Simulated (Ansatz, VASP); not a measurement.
# One calculation of TaTe, two programs

The input INCAR:

```
PREC     = Accurate       # precision mode
ENCUT    = 520            # plane-wave cutoff, eV
EDIFF    = 1E-7           # SCF threshold, eV
ISMEAR   = 0              # smearing method
SIGMA    = 0.05           # smearing width, eV
LREAL    = False          # projectors in reciprocal space
LASPH    = True           # aspherical terms in the spheres
NELM     = 60             # most SCF steps
ALGO     = Normal         # electronic algorithm
ISIF     = 2              # what is computed and relaxed
LWAVE    = False          # write WAVECAR
LCHARG   = True           # write CHGCAR
GGA      = PE             # functional
LELF     = True           # ELF
LVHAR    = True         
NBANDS   = 16             # bands
```

File KPOINTS:

```
Automatic mesh
0
Gamma
  10 10 10
```

File POSCAR:

```
TaTe
1.0
    0.0000000000      3.1599278669      3.1599278669
    3.1599278669      0.0000000000      3.1599278669
    3.1599278669      3.1599278669      0.0000000000
Ta Te
1 1
Direct
    0.0000000000      0.0000000000      0.0000000000
    0.2500000000      0.2500000000      0.2500000000
```

Input for Ansatz:

```yaml
crystal:
  lattice:
    - [0.0, 3.1599278669, 3.1599278669]
    - [3.1599278669, 0.0, 3.1599278669]
    - [3.1599278669, 3.1599278669, 0.0]
  atoms:
    - { symbol: Ta, position: [0.0, 0.0, 0.0] }
    - { symbol: Te, position: [0.25, 0.25, 0.25] }
basis:
  ecutwfc: 420
  ecutrho_ratio: 4
kpoints:
  mp_grid: { grid: [10, 10, 10] }
hamiltonian:
  xc: pbe
scf:
  occupations: { method: gaussian, width: 0.05 }
output:
  forces: true
  stress: true
  eigenvalues: true
```

Alike in both runs: task single point; functional PBE; k mesh 10 × 10 × 10; occupations gaussian, width 0.05 eV; no spin polarisation.

|  | VASP | Ansatz |
| --- | --- | --- |
| version | VASP 6.6.1 | Ansatz 0.2.0 |
| potentials or method | VASP PAW PBE potentials, release 64 (Ta_pv, Te), cutoff 520 eV | scalar-relativistic, plane waves, PAW |
| valence electrons in the cell | 17 | 29 |

|  | VASP | Ansatz | Ansatz less VASP |
| --- | --- | --- | --- |
| gap on the k mesh at the Fermi level (eV) | none | none | - |
| pressure (GPa) | -2.1 | -2.1 | -0.01 |

A gap of «none» marks a metal or a gap that the smearing closes. The functional is the same, so the differences come from potentials, cutoffs and numerics. VASP's potentials hold 17 valence electrons a cell and Ansatz's 29, so a difference there can come from the potentials and not from the codes.

Spin-orbit coupling is off throughout.
